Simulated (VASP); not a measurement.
Runs of VASP 6.6.1 on In. The structure is that of space group I4/mmm (No. 139), or close to it. The cells are those of the table. 

| level | cell | k mesh | smearing | gap on the mesh (eV) | pressure (GPa) |
| --- | --- | --- | --- | --- | --- |
| PBEsol | a = 3.346 Å, angles 123.1, 123.1, 84.6°, 1 atom | 10 × 10 × 10 | fermi-dirac 0.05 eV | none | 0.8 |
| PBEsol | a = 3.361 Å, angles 122.8, 122.8, 85.2°, 1 atom | 10 × 10 × 10 | fermi-dirac 0.05 eV | none | -0.1 |
| PBE | a = 3.413 Å, angles 123.1, 123.1, 84.7°, 1 atom | 10 × 10 × 10 | fermi-dirac 0.05 eV | none | (a) |
| PBE | a = 3.332, b = 3.399, c = 3.393 Å, angles 121.7, 122.8, 86.3°, 1 atom | 9 × 9 × 10 | gaussian 0.05 eV | none | 2.1 |
| PBE | a = 3.332, b = 3.399, c = 3.393 Å, angles 121.7, 122.8, 86.3°, 1 atom | 7 × 7 × 8 | gaussian 0.05 eV | none | 1.7 |
| PBE | a = 3.395 Å, angles 122.8, 122.8, 85.2°, 1 atom | 10 × 10 × 10 | fermi-dirac 0.05 eV | none | (c) |
| RPBE | a = 3.512 Å, angles 123.3, 123.3, 84.3°, 1 atom | 11 × 11 × 11 | fermi-dirac 0.05 eV | none | -0.1 |
| PBEsol | a = 2.954 Å, angles 117.8, 117.8, 93.9°, 1 atom | 11 × 11 × 11 | fermi-dirac 0.05 eV | none | 30.0 |
| RPBE+D3(BJ) | a = 3.023 Å, angles 117.9, 117.9, 93.7°, 1 atom | 11 × 11 × 11 | fermi-dirac 0.05 eV | none | (b) |
| BLYP+D4 | a = 3.480 Å, angles 124.0, 124.0, 83.2°, 1 atom | 11 × 11 × 11 | fermi-dirac 0.05 eV | none | 0.0 |
| BLYP+D3(BJ) | a = 3.444 Å, angles 123.9, 123.9, 83.4°, 1 atom | 11 × 11 × 11 | fermi-dirac 0.05 eV | none | 0.0 |
| PBE | a = 3.450 Å, angles 123.8, 123.8, 83.6°, 1 atom | 10 × 10 × 10 | fermi-dirac 0.05 eV | none | 0.4 |

Alike in all rows: task single point; potentials or basis VASP PAW PBE potentials, release 64 (In_d); no spin polarisation; cutoff (eV) 520.

Task: Estimate the missing entries.

Result: (a) 1.1; (b) 0.2; (c) 1.5.

Caveats: spin-orbit coupling is left out, which moves the levels of the heavy elements; the PAW data sets were made with another functional, which shifts forces and pressure a little (some runs); pairwise dispersion overbinds metals, which lowers pressure and volume (some runs).

A k mesh can miss the band edges, and the runs leave out spin-orbit coupling on In.

A gap of «none» marks levels without a gap at the run's occupations.
